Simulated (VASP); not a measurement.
Runs of VASP 6.6.1 on P. The structure is that of space group P6_3/mmc (No. 194), or close to it. The cells are those of the table. 

| task | cell | k mesh | cutoff (eV) | smearing | gap on the mesh (eV) | pressure (GPa) | largest force (eV/Å) |
| --- | --- | --- | --- | --- | --- | --- | --- |
| single point | a = 3.495, b = 3.495, c = 17.120 Å, angles 90.0, 90.0, 120.0°, 12 atoms | 6 × 6 × 1 | 520 | gaussian 0.1 eV | (b) | 23.7 | 0.34 |
| single point | a = 3.289, b = 3.289, c = 34.462 Å, angles 90.0, 90.0, 120.0°, 12 atoms | 6 × 6 × 1 | 520 | gaussian 0.1 eV | 1.48 | -0.2 | 0.08 |
| relaxation of cell and atoms | relaxed from a = 3.495, b = 3.495, c = 17.120 Å, angles 90.0, 90.0, 120.0°, 12 atoms | 6 × 6 × 1 | 600 | gaussian 0.1 eV | (c) | 0.0 | 0.01 |
| single point | a = 3.281, b = 3.281, c = 37.692 Å, angles 90.0, 90.0, 120.0°, 12 atoms | 12 × 12 × 1 | 520 | gaussian 0.02 eV | 1.72 | -0.2 | 0.08 |
| single point | a = 3.281, b = 3.281, c = 37.692 Å, angles 90.0, 90.0, 120.0°, 12 atoms | 6 × 6 × 1 | 520 | gaussian 0.1 eV | 1.73 | -0.1 | (a) |

Alike in all rows: level PBE; potentials or basis VASP PAW PBE potentials, release 64 (P); no spin polarisation.

Q: Fill in the values left out.

A: (a) 0.13; (b) none; (c) 0.97.

Caveats: some runs use coarse meshes; this functional lacks dispersion, which binds the layers, so the pressure and a relaxed spacing across them are unreliable (some runs).

A k mesh can miss the band edges.
